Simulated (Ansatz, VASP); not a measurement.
One calculation of GaP, two programs

Contents of INCAR:

```
SYSTEM = GaP
ALGO = Normal ; EDIFF = 1E-6
ENCUT = 520 ; GGA = PE
ISIF = 2 ; ISMEAR = 0
LASPH = .TRUE. ; LCHARG = .TRUE.
LELF = .TRUE. ; LREAL = .FALSE.
LVHAR = .TRUE. ; LWAVE = .FALSE.
NBANDS = 16 ; NELM = 60
PREC = Accurate ; SIGMA = 0.01
```

Contents of KPOINTS:

```
k-points
0
G
  6 6 6
  0 0 0
```

The input POSCAR:

```
GaP
1.0
    0.0000000000      2.8065218338      2.8065218338
    2.8065218338      0.0000000000      2.8065218338
    2.8065218338      2.8065218338      0.0000000000
Ga P
1 1
Direct
    0.0000000000      0.0000000000      0.0000000000
    0.2500000000      0.2500000000      0.2500000000
```

Input for Ansatz:

```yaml
crystal:
  lattice:
    - [0.0, 2.8065218338, 2.8065218338]
    - [2.8065218338, 0.0, 2.8065218338]
    - [2.8065218338, 2.8065218338, 0.0]
  atoms:
    - { symbol: Ga, position: [0.0, 0.0, 0.0] }
    - { symbol: P, position: [0.25, 0.25, 0.25] }
kpoints:
  mp_grid: { grid: [6, 6, 6] }
hamiltonian:
  xc: pbe
scf:
  occupations: { method: fixed }
  n_extra_bands: 4
output:
  forces: true
  stress: true
  eigenvalues: true
```

Alike in both runs: task single point; functional PBE; k mesh 6 × 6 × 6; no spin polarisation.

|  | VASP | Ansatz |
| --- | --- | --- |
| version | VASP 6.6.1 | Ansatz 0.2.0 |
| potentials or method | VASP PAW PBE potentials, release 64 (Ga_d, P) | plane waves, PAW |
| plane-wave cutoff (eV) | 520 | 420 |
| occupations | gaussian, width 0.01 eV | fixed |
| valence electrons in the cell | 18 | 18 |

|  | VASP | Ansatz | Ansatz less VASP |
| --- | --- | --- | --- |
| gap on the k mesh at the Fermi level (eV) | 1.11 | 1.11 | +0.004 |
| pressure (GPa) | -3.9 | -3.9 | +0.05 |
